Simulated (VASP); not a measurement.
# Fe (P6_3/mmc) in VASP: notebook

The runs below take Fe through single point, with PBEsol.

All numbers are computed with VASP 6.6.1; they aren't measurements. Logs are shortened: lines on timing, memory, paths and dates and some standing lists are left out, and cuts for length are marked.

### Step 1. The cell of the first run

It takes space group P6_3/mmc (No. 194, hexagonal). The conventional cell has a = 2.570 Å, b = 2.570 Å, c = 3.447 Å, α = 90.00°, β = 90.00°, γ = 120.00°. Within 3.0 Å of Fe (site symmetry -6m2) lie 12 Fe at 2.27 to 2.57 Å.

### Step 2. Single point, PBEsol

INCAR reads:

```
ALGO = Fast
EDIFF = 1E-6
ENCUT = 520
GGA = PS
ISIF = 2
ISMEAR = 0
LASPH = True
LCHARG = False
LREAL = False
LWAVE = False
NBANDS = 15
NELM = 100
PREC = Accurate
SIGMA = 0.15
```

KPOINTS reads:

```
k-points
0
Gamma
  24 24 14
```

POSCAR reads:

```
Fe
1.0
    2.5696603029      0.0000000000      0.0000000000
   -1.2848301515      2.2253911014      0.0000000000
    0.0000000000      0.0000000000      3.4474335477
Fe
2
Direct
    0.3333333333      0.6666666667      0.2500000000
    0.6666666667      0.3333333333      0.7500000000
```

Potentials or basis: VASP PAW PBE potentials, release 64 (Fe).

The run is started by

```bash
$ cat potpaw_PBE.64/Fe/POTCAR > POTCAR
$ mpirun -np 1 vasp_std > vasp.out
```

OUTCAR:

```text
EDIFF = 1E-6
   ENCUT = 520
   GGA = PS
   ISIF = 2
   ISMEAR = 0
   LASPH = True
   LREAL = False
   NELM = 100
   PREC = Accurate

 ion  position               nearest neighbor table
   1  0.333  0.667  0.250-   2 2.27   2 2.27   2 2.27   2 2.27   2 2.27   2 2.27
   2  0.667  0.333  0.750-   1 2.27   1 2.27   1 2.27   1 2.27   1 2.27   1 2.27

  LATTYP: Found a hexagonal cell.
 ALAT       =     2.5696603029
 C/A-ratio  =     1.3415911604

  Lattice vectors:

 A1 = (   2.5696603029,   0.0000000000,   0.0000000000)
 A2 = (  -1.2848301515,   2.2253911014,   0.0000000000)
 A3 = (   0.0000000000,   0.0000000000,   3.4474335477)

Analysis of symmetry for initial positions (statically):
=====================================================================
 Subroutine PRICEL returns:
 Original cell was already a primitive cell.

 Routine SETGRP: Setting up the symmetry group for a
 hexagonal supercell.

 Subroutine GETGRP returns: Found 24 space group operations
 (whereof 12 operations were pure point group operations)
 out of a pool of 24 trial point group operations.

The static configuration has the point symmetry D_3d.
 The point group associated with its full space group is D_6h.

Analysis of symmetry for dynamics (positions and initial velocities):
=====================================================================
 Subroutine PRICEL returns:
 Original cell was already a primitive cell.

 Routine SETGRP: Setting up the symmetry group for a
 hexagonal supercell.

 Subroutine GETGRP returns: Found 24 space group operations
 (whereof 12 operations were pure point group operations)
 out of a pool of 24 trial point group operations.

The dynamic configuration has the point symmetry D_3d.
 The point group associated with its full space group is D_6h.

 Subroutine INISYM returns: Found 24 space group operations
 (whereof 12 operations are pure point group operations),
 and found     1 'primitive' translations

----------------------------------------------------------------------------------------

                                     Primitive cell

  volume of cell :      19.7141

  direct lattice vectors                    reciprocal lattice vectors
     2.569660303  0.000000000  0.000000000     0.389156496  0.224679608  0.000000000
    -1.284830152  2.225391101  0.000000000     0.000000000  0.449359216  0.000000000
     0.000000000  0.000000000  3.447433548     0.000000000  0.000000000  0.290070856

  length of vectors
[... 94 lines left out ...]
   NUPDOWN=      -1.0000    fix difference up-down
   EMIN   =  10.00;   EMAX   =-10.00  energy-range for DOS
   EFERMI =   0.00;   METHOD = LEGACY
   ISMEAR =     0;   SIGMA  =   0.15  broadening in eV -4-tet -1-fermi 0-gaus
   EFERMI_NEDOS =   21; number of points for ismear=-14 and -15
   IALGO  =     68    algorithm
   IMIX   =      4    mixing-type and parameters
     AMIX     =   0.40;   BMIX     =  1.00
     AMIX_MAG =   1.60;   BMIX_MAG =  1.00
  volume/ion in A,a.u.               =       9.86        66.52
  Fermi-wavevector in a.u.,A,eV,Ry     =   1.527058  2.885721 31.727505  2.331906
  Thomas-Fermi vector in A             =   2.635006
   LORBIT       =      0    0 simple, 1 ext, 2 COOP (PROOUT), +10 PAW based schemes
   GGA     = PS    functional components
   LHFCALC =     F    Hartree Fock is set to
   AEXX    =    0.0000 exact exchange contribution
   IVDW    =     0    specifies the selected vdW correction
   LEPSILON=     F    determine dielectric tensor
   LRPA    =     F    only Hartree local field effects (RPA)
 non-spin polarized calculation
 RMM-DIIS sequential band-by-band and
 Gauss-broadening in eV      SIGMA  =   0.15
  energy-cutoff  :      520.00
  volume of cell :       19.71
 maximum number of plane-waves:       546
 NGX is ok and might be reduce to    20

 number of electron      15.9999999 magnetization

 Free energy of the ion-electron system (eV)
  ---------------------------------------------------
  ext. energy  EPLUGINS =         0.00000000
  ---------------------------------------------------
  free energy    TOTEN  =       -17.41706459 eV

  energy without entropy =      -17.38996712  energy(sigma->0) =      -17.40351586

 E-fermi :   7.2033     XC(G=0): -14.1204

 val. band max:        7.2030744221   @ k =   0.3333   0.2083   0.2857
 cond. band min:       7.2065813025   @ k =   0.1250   0.0417   0.2857
 fundamental gap:      0.0035068804
 Fermi energy:         7.2032814661

 k-point     1 :       0.0000    0.0000    0.0000
  band No.  band energies     occupation
      1      -1.9797      2.00000
      2       1.8725      2.00000
      3       5.2602      2.00000
      4       5.2602      2.00000
      5       5.4865      2.00000
      6       5.4865      2.00000
      7       6.0602      2.00000
      8       6.0602      2.00000
      9       6.5931      2.00000
     10       8.0012      0.00000
     11       8.0012      0.00000
     12      10.1796      0.00000
     13      18.8156      0.00000
     14      27.2728      0.00000
[... 401 lines left out ...]
      2       2.3953      2.00000
      3       3.0575      2.00000
      4       4.3152      2.00000
      5       4.3618      2.00000
      6       6.1960      2.00000
      7       6.7513      1.99998
      8       7.4893      0.00701
      9       7.9896      0.00000
     10       8.7264      0.00000
     11       9.4650      0.00000
     12      11.6976      0.00000
     13      20.2116      0.00000
     14      20.3296      0.00000
     15      20.7154      0.00000

 [... further k-points ...]

------------------------ aborting loop because EDIFF is reached ----------------------------------------

  FORCE on cell =-STRESS in cart. coord.  units (eV):
  Direction    XX          YY          ZZ          XY          YZ          ZX
  --------------------------------------------------------------------------------------
  -------------------------------------------------------------------------------------
  Total       -1.6877892     -1.6877892      6.0966069      0.0000000      0.0000000      0.0000000
  in kB     -137.1673759   -137.1673759    495.4739311      0.0000000      0.0000000      0.0000000
  external PRESSURE =      73.7130597 kB  Pullay stress =       0.0000000 kB

 VOLUME and BASIS-vectors are now :
 -----------------------------------------------------------------------------
  energy-cutoff  :      520.00
  volume of cell :       19.71
      direct lattice vectors                 reciprocal lattice vectors
     2.569660303  0.000000000  0.000000000     0.389156496  0.224679608  0.000000000
    -1.284830152  2.225391101  0.000000000     0.000000000  0.449359216  0.000000000
     0.000000000  0.000000000  3.447433548     0.000000000  0.000000000  0.290070856

 POSITION                                       TOTAL-FORCE (eV/Angst)
 -----------------------------------------------------------------------------------
     -0.00000      1.48359      0.86186        -0.000000      0.000000      0.000000
      1.28483      0.74180      2.58558         0.000000     -0.000000      0.000000
 -----------------------------------------------------------------------------------
    total drift:                               -0.000000      0.000000     -0.000000

  FREE ENERGIE OF THE ION-ELECTRON SYSTEM (eV)
  ---------------------------------------------------
  free  energy   TOTEN  =       -17.4170645950 eV

  energy  without entropy=      -17.3899671180  energy(sigma->0) =      -17.40351586
```

OSZICAR:

```text
N       E                     dE             d eps       ncg     rms          rms(c)
DAV:   1     0.749956554823E+02    0.74996E+02   -0.72720E+03 14984   0.145E+03
DAV:   2    -0.185901596775E+02   -0.93586E+02   -0.83276E+02 14654   0.245E+02
DAV:   3    -0.205945383831E+02   -0.20044E+01   -0.19285E+01 17447   0.521E+01
DAV:   4    -0.206069176792E+02   -0.12379E-01   -0.12377E-01 16971   0.349E+00
DAV:   5    -0.206070783644E+02   -0.16069E-03   -0.16069E-03 17307   0.395E-01    0.189E+01
RMM:   6    -0.175801220594E+02    0.30270E+01   -0.11588E+01 16047   0.510E+01    0.259E+00
RMM:   7    -0.174543766390E+02    0.12575E+00   -0.91895E-01 16018   0.163E+01    0.165E+00
RMM:   8    -0.174277154481E+02    0.26661E-01   -0.12397E-01 16721   0.255E+00    0.394E-01
RMM:   9    -0.174175633466E+02    0.10152E-01   -0.28177E-02 16106   0.286E+00    0.338E-01
RMM:  10    -0.174172437738E+02    0.31957E-03   -0.80623E-03 16757   0.799E-01    0.153E-01
RMM:  11    -0.174170343222E+02    0.20945E-03   -0.17346E-03 16646   0.684E-01    0.178E-02
RMM:  12    -0.174170703026E+02   -0.35980E-04   -0.32445E-04 16550   0.142E-01    0.242E-02
RMM:  13    -0.174170648218E+02    0.54808E-05   -0.38403E-05 16672   0.962E-02    0.866E-03
RMM:  14    -0.174170645950E+02    0.22678E-06   -0.78973E-06 15134   0.337E-02
   1 F= -.17417065E+02 E0= -.17403516E+02  d E =-.270975E-01
```

It took 90 s on 1 thread of AMD EPYC 9R45 (Zen 5), shared host; peak memory 0.2 GiB.

What came out:

* Free energy: -17.4171 eV
* Pressure: 7.4 GPa
* Band gap on the k mesh: zero (band 8 reaches 8.05 eV, above the bottom of band 9 at 6.43 eV)

Caveat: the PAW data sets were made with another functional, which shifts forces and pressure a little; the run has no spin polarisation, though such a crystal can be magnetic. Spin polarisation is off, so any magnetic state and its effect on volume and gap are missing.

### Step 3. Single point, PBEsol

This run uses another cell than the first one, of the same volume but with other edges.

INCAR reads:

```
  ALGO = Fast
  EDIFF = 1E-7
  ENCUT = 520
  GGA = PS
  ISIF = 2
  ISMEAR = 0
  LASPH = True
  LCHARG = True
  LELF = True
  LREAL = False
  LVHAR = True
  LWAVE = False
  NBANDS = 15
  NELM = 60
  PREC = Accurate
  SIGMA = 0.15
```

KPOINTS is that of step 2.

POSCAR reads:

```
Fe
1.0
    2.2906299877      0.0000000000      0.0000000000
   -1.1453149939      1.9837437600      0.0000000000
    0.0000000000      0.0000000000      4.3384785082
Fe
2
Direct
    0.3333333333      0.6666666667      0.2500000000
    0.6666666667      0.3333333333      0.7500000000
```

Potentials or basis: VASP PAW PBE potentials, release 64 (Fe).

The run is started by

```bash
$ cat potpaw_PBE.64/Fe/POTCAR > POTCAR
$ mpirun -np 1 vasp_std > vasp.out
```

Run time: 73 s. Hardware: 1 thread of AMD EPYC 9R45 (Zen 5), shared host; peak memory 0.2 GiB.

It converged, with:

```yaml
Free_energy: -17.2604 eV
Pressure: 8.6 GPa
Band_gap_on_the_k_mesh: zero (band 8 reaches 8.04 eV, above the bottom of band 9 at 6.52 eV)
```

Stress tensor (GPa, compression positive):
```
 34.68   0.00   0.00
  0.00  34.68   0.00
  0.00   0.00 -43.50
```

Levels at points of the mesh, in eV from the Fermi level:
| k point | band 6 | band 7 | band 8 | band 9 | band 10 | band 11 |
| --- | --- | --- | --- | --- | --- | --- |
| (0.00, 0.00, 0.00) | -1.55 | -1.45 | -1.45 | -0.02 | -0.02 | 0.81 |
| (0.50, 0.00, 0.00) | -1.35 | -1.13 | 0.75 | 1.52 | 1.60 | 3.06 |
| (0.00, 0.00, 0.50) | -1.64 | -1.64 | -1.64 | 0.47 | 0.47 | 0.47 |
| (0.50, 0.00, 0.50) | -0.26 | 0.19 | 0.19 | 1.56 | 1.56 | 2.69 |

Caveat: the PAW data sets were made with another functional, which shifts forces and pressure a little; the run has no spin polarisation, though such a crystal can be magnetic. Spin polarisation is off, so any magnetic state and its effect on volume and gap are missing.

### Step 4. Single point, PBEsol

This run uses another cell than the first one, of the same volume but with other edges.

INCAR reads:

```
SYSTEM = Fe
PREC = Accurate ; ENCUT = 520
EDIFF = 1E-6 ; ISMEAR = 0
SIGMA = 0.15 ; LREAL = .False.
LASPH = .True. ; NELM = 100
ALGO = Fast ; ISIF = 2
LWAVE = .False. ; LCHARG = .False.
GGA = PS ; NBANDS = 15
```

KPOINTS reads:

```
regular mesh
0
Gamma
  24 24 14
  0 0 0
```

POSCAR reads:

```
Fe
1.0
    2.5027612077      0.0000000000      0.0000000000
   -1.2513806039      2.1674547855      0.0000000000
    0.0000000000      0.0000000000      3.6341973269
Fe
2
Direct
    0.3333333333      0.6666666667      0.2500000000
    0.6666666667      0.3333333333      0.7500000000
```

Potentials or basis: VASP PAW PBE potentials, release 64 (Fe).

The run is started by

```bash
$ cat potpaw_PBE.64/Fe/POTCAR > POTCAR
$ mpirun -np 1 vasp_std > vasp.out
```

OUTCAR:

```text
SYSTEM = Fe
   PREC = Accurate
   ENCUT = 520
   EDIFF = 1E-6
   ISMEAR = 0
   LREAL = .False.
   LASPH = .True.
   NELM = 100
   ISIF = 2
   GGA = PS

 ion  position               nearest neighbor table
   1  0.333  0.667  0.250-   2 2.32   2 2.32   2 2.32   2 2.32   2 2.32   2 2.32
   2  0.667  0.333  0.750-   1 2.32   1 2.32   1 2.32   1 2.32   1 2.32   1 2.32

  LATTYP: Found a hexagonal cell.
 ALAT       =     2.5027612077
 C/A-ratio  =     1.4520751383

  Lattice vectors:

 A1 = (   2.5027612077,   0.0000000000,   0.0000000000)
 A2 = (  -1.2513806039,   2.1674547855,   0.0000000000)
 A3 = (   0.0000000000,   0.0000000000,   3.6341973269)

Analysis of symmetry for initial positions (statically):
=====================================================================
 Subroutine PRICEL returns:
 Original cell was already a primitive cell.

 Routine SETGRP: Setting up the symmetry group for a
 hexagonal supercell.

 Subroutine GETGRP returns: Found 24 space group operations
 (whereof 12 operations were pure point group operations)
 out of a pool of 24 trial point group operations.

The static configuration has the point symmetry D_3d.
[... 181 lines left out ...]
      8       5.9630      2.00000
      9       6.0857      2.00000
     10       7.9177      0.00000
     11       7.9177      0.00000
     12       8.8683      0.00000
     13      17.5176      0.00000
     14      28.1964      0.00000
[... 401 lines left out ...]
      2       2.4644      2.00000
      3       2.8942      2.00000
      4       4.5843      2.00000
      5       4.6609      2.00000
      6       5.8637      2.00000
      7       6.3725      2.00000
      8       7.7202      0.00000
      9       8.0457      0.00000
     10       8.4884      0.00000
     11       9.6636      0.00000
     12      12.0181      0.00000
     13      19.4340      0.00000
     14      19.9843      0.00000
     15      21.3709      0.00000

 [... further k-points ...]

------------------------ aborting loop because EDIFF is reached ----------------------------------------

  FORCE on cell =-STRESS in cart. coord.  units (eV):
  Direction    XX          YY          ZZ          XY          YZ          ZX
  --------------------------------------------------------------------------------------
  -------------------------------------------------------------------------------------
  Total       -1.3717852     -1.3717852      3.2408763      0.0000000      0.0000000     -0.0000000
  in kB     -111.4855888   -111.4855888    263.3874440      0.0000000      0.0000000     -0.0000000
  external PRESSURE =      13.4720888 kB  Pullay stress =       0.0000000 kB

 VOLUME and BASIS-vectors are now :
 -----------------------------------------------------------------------------
  energy-cutoff  :      520.00
  volume of cell :       19.71
      direct lattice vectors                 reciprocal lattice vectors
     2.502761208  0.000000000  0.000000000     0.399558694  0.230685320  0.000000000
    -1.251380604  2.167454785  0.000000000     0.000000000  0.461370639  0.000000000
     0.000000000  0.000000000  3.634197327     0.000000000  0.000000000  0.275163925

 POSITION                                       TOTAL-FORCE (eV/Angst)
 -----------------------------------------------------------------------------------
     -0.00000      1.44497      0.90855         0.000000     -0.000000      0.000000
      1.25138      0.72248      2.72565        -0.000000      0.000000      0.000000
 -----------------------------------------------------------------------------------
    total drift:                                0.000000      0.000000     -0.000000

  FREE ENERGIE OF THE ION-ELECTRON SYSTEM (eV)
  ---------------------------------------------------
  free  energy   TOTEN  =       -17.7503580113 eV

  energy  without entropy=      -17.7245162853  energy(sigma->0) =      -17.73743715
```

Wall time 85 s (1 thread of AMD EPYC 9R45 (Zen 5), shared host); peak memory 0.2 GiB.

What came out:

```
Free energy            : -17.7504 eV
Pressure               : 1.3 GPa
Band gap on the k mesh : zero (band 8 reaches 7.92 eV, above the bottom of band 9 at 6.06 eV)
```

Stress tensor (GPa, compression positive):
```
-11.15   0.00   0.00
  0.00 -11.15   0.00
  0.00   0.00  26.34
```

Caveat: the PAW data sets were made with another functional, which shifts forces and pressure a little; the run has no spin polarisation, though such a crystal can be magnetic. Spin polarisation is off, so any magnetic state and its effect on volume and gap are missing.

### Step 5. Single point, PBEsol

This run uses another cell than the first one, of the same volume but with other edges.

INCAR reads:

```
SYSTEM = Fe
PREC = Accurate ; ENCUT = 520
EDIFF = 1E-7 ; ISMEAR = 0
SIGMA = 0.15 ; LREAL = .FALSE.
LASPH = .TRUE. ; NELM = 80
ALGO = Fast ; ISIF = 2
LWAVE = .FALSE. ; LCHARG = .FALSE.
GGA = PS ; NBANDS = 15
```

KPOINTS reads:

```
Automatic mesh
0
G
  24 24 14
  0 0 0
```

POSCAR reads:

```
Fe
1.0
    2.3580397887      0.0000000000      0.0000000000
   -1.1790198944      2.0421223601      0.0000000000
    0.0000000000      0.0000000000      4.0939739647
Fe
2
Direct
    0.3333333333      0.6666666667      0.2500000000
    0.6666666667      0.3333333333      0.7500000000
```

The run is started by

```bash
$ cat potpaw_PBE.64/Fe/POTCAR > POTCAR
$ mpirun -np 1 vasp_std > vasp.out
```

It took 87 s on 1 thread of AMD EPYC 9R45 (Zen 5), shared host; peak memory 0.2 GiB.

It converged, with:

```
Free energy            : -17.7107 eV
Pressure               : 0.6 GPa
Band gap on the k mesh : zero (band 8 reaches 8.15 eV, above the bottom of band 9 at 6.28 eV)
```

Stress tensor (GPa, compression positive):
```
 15.55   0.00   0.00
  0.00  15.55   0.00
  0.00   0.00 -29.40
```

Levels at points of the mesh, in eV from the Fermi level:
| k point | band 5 | band 6 | band 7 | band 8 | band 9 | band 10 | band 11 | band 12 |
| --- | --- | --- | --- | --- | --- | --- | --- | --- |
| (0.00, 0.00, 0.00) | -1.69 | -1.34 | -1.34 | -0.63 | -0.42 | -0.42 | 0.76 | 0.76 |
| (0.50, 0.00, 0.00) | -1.74 | -1.57 | -1.44 | 0.92 | 1.20 | 1.34 | 2.95 | 5.26 |
| (0.00, 0.00, 0.50) | -1.68 | -1.68 | -1.68 | -1.68 | 0.36 | 0.36 | 0.36 | 0.36 |
| (0.50, 0.00, 0.50) | -0.45 | -0.45 | 0.17 | 0.17 | 1.28 | 1.28 | 2.61 | 2.61 |

Caveat: the PAW data sets were made with another functional, which shifts forces and pressure a little; the run has no spin polarisation, though such a crystal can be magnetic. Spin polarisation is off, so any magnetic state and its effect on volume and gap are missing.

### Step 6. Overview

```tsv
cell	further INCAR settings	gap on the mesh (eV)	pressure (GPa)
a = 2.570, b = 2.570, c = 3.447 Å, angles 90.0, 90.0, 120.0°, 2 atoms	ALGO = Fast; EDIFF = 1e-06; NBANDS = 15	none	7.4
a = 2.291, b = 2.291, c = 4.338 Å, angles 90.0, 90.0, 120.0°, 2 atoms	ALGO = Fast; EDIFF = 1e-07; NBANDS = 15	none	8.6
a = 2.503, b = 2.503, c = 3.634 Å, angles 90.0, 90.0, 120.0°, 2 atoms	ALGO = Fast; EDIFF = 1e-06; NBANDS = 15	none	1.3
a = 2.358, b = 2.358, c = 4.094 Å, angles 90.0, 90.0, 120.0°, 2 atoms	ALGO = Fast; EDIFF = 1e-07; NBANDS = 15	none	0.6
```

Alike in all rows: task single point; level PBEsol; potentials or basis VASP PAW PBE potentials, release 64 (Fe); no spin polarisation; k mesh 24 × 24 × 14; cutoff (eV) 520; smearing gaussian 0.15 eV.

Caveats: the PAW data sets were made with another functional, which shifts forces and pressure a little; the run has no spin polarisation, though such a crystal can be magnetic.

Total energies depend on the potentials used, so only differences within one code and one set of settings carry meaning.
